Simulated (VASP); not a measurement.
BaTe: single point with PBE+D4

Crystal: BaTe.

```
Ba Te
1.0
     0.00000    3.91416    3.91416
     3.91416    0.00000    3.91416
     3.91416    3.91416    0.00000
Ba Te
1 1
Direct
  0.00000 0.00000 0.00000
  0.25000 0.25000 0.25000
```

| Quantity | Value |
| --- | --- |
| Program | VASP 6.6.1 |
| Task | single point |
| Functional | PBE |
| Dispersion | D4 |
| Potentials or basis | VASP PAW PBE potentials, release 64 (Ba_sv, Te) |
| Cutoff | 500 eV |
| k mesh | 4 × 4 × 4 |
| Occupations | gaussian, width 0.01 eV |
| Spin | no spin polarisation |

The pressure is -0.4 GPa. The band gap on the k mesh is 2.58 eV (least direct gap 2.92 eV) and the dispersion energy per atom is -0.205 eV.

Levels at points of the mesh, in eV from the valence-band top:
```
           k point  band 4  band 5  band 6  band 7  band 8  band 9  band 10  band 11  band 12  band 13
(0.00, 0.00, 0.00)  -12.09   -8.73   -0.44   -0.44   -0.44    2.58     4.12     4.12     6.08     6.08
(0.50, 0.00, 0.00)  -12.10   -8.46   -0.70   -0.25   -0.25    4.00     4.33     4.33     4.53     5.20
(0.50, 0.50, 0.00)  -12.12   -8.37   -0.97    0.00    0.00    2.92     3.90     4.97     4.97     4.98
```

It took 23 s on 1 thread of Intel(R) Xeon(R) Platinum 8375C CPU @ 2.90GHz (Ice Lake), on a shared host, peak memory 0.24 GiB.

Caveat: spin-orbit coupling is left out, which moves the levels of the heavy elements. A k mesh can miss the band edges.
